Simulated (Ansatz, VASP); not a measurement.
# Two plane-wave programs on HfTe6Mo

The input INCAR:

```
ALGO = Normal
EDIFF = 1E-6
EDIFFG = -0.08
ENCUT = 600
GGA = PE
IBRION = 2
ISIF = 3
ISMEAR = 0
LASPH = True
LCHARG = False
LREAL = False
LWAVE = False
NELM = 60
NSW = 36
PREC = Accurate
SIGMA = 0.2
```

Contents of KPOINTS:

```
k-points
0
Gamma
  3 4 2
```

File POSCAR:

```
HfTe6Mo
1.0
    5.9000000000      0.0000000000      0.0000000000
    0.0000000000      3.8800000000      0.0000000000
   -1.4334829400      0.0000000000     10.1997611100
Hf Te Mo
1 6 1
Direct
    0.2850000000      0.0000000000      0.6560000000
    0.5440000000      0.5000000000      0.8260000000
    0.1120000000      0.5000000000      0.8310000000
    0.2380000000      0.5000000000      0.4460000000
    0.4560000000      0.0000000000      0.1740000000
    0.8880000000      0.0000000000      0.1690000000
    0.7620000000      0.0000000000      0.5540000000
    0.7150000000      0.5000000000      0.3440000000
```

Input for Ansatz:

```yaml
crystal:
  lattice:
    - [5.9, 0.0, 0.0]
    - [0.0, 3.88, 0.0]
    - [-1.43348294, 0.0, 10.19976111]
  atoms:
    - { symbol: Hf, position: [0.285, 0.0, 0.656] }
    - { symbol: Te, position: [0.544, 0.5, 0.826] }
    - { symbol: Te, position: [0.112, 0.5, 0.831] }
    - { symbol: Te, position: [0.238, 0.5, 0.446] }
    - { symbol: Te, position: [0.456, 0.0, 0.174] }
    - { symbol: Te, position: [0.888, 0.0, 0.169] }
    - { symbol: Te, position: [0.762, 0.0, 0.554] }
    - { symbol: Mo, position: [0.715, 0.5, 0.344] }
basis:
  ecutwfc: 420
kpoints:
  mp_grid: { grid: [3, 4, 2] }
hamiltonian:
  xc: pbe
scf:
  occupations: { method: gaussian, width: 0.2 }
  lower_state_search: "off"
output:
  forces: true
  stress: true
  eigenvalues: true
relax:
  adjacent_minimum: "off"
  f_tol: 0.08
  max_steps: 16
  cell: { stress_tol: 0.8 }
```

Alike in both runs: task relaxation of cell and atoms; functional PBE; k mesh 3 × 4 × 2; occupations gaussian, width 0.2 eV; no spin polarisation.

|  | VASP | Ansatz |
| --- | --- | --- |
| version | VASP 6.6.1 | Ansatz 0.2.0 |
| potentials or method | VASP PAW PBE potentials, release 64 (Hf_pv, Te, Mo_sv), cutoff 600 eV | scalar-relativistic, plane waves, PAW |
| valence electrons in the cell | 60 | 136 |

```csv
,VASP,Ansatz,Ansatz less VASP
"gap on the k mesh at the Fermi level, each at its own relaxed structure (eV)",none,none,-
relaxed volume (Å³/atom),29.76,30.28,+0.512
relaxed cell length with the largest relative difference (Å),10.565,10.772,+0.2070
```

A gap of «none» marks a metal or a gap that the smearing closes. VASP's potentials hold 60 valence electrons a cell and Ansatz's 136, so a difference there can come from the potentials and not from the codes.

The k mesh is coarse, so the values compare programs but aren't converged. Spin-orbit coupling is off throughout.
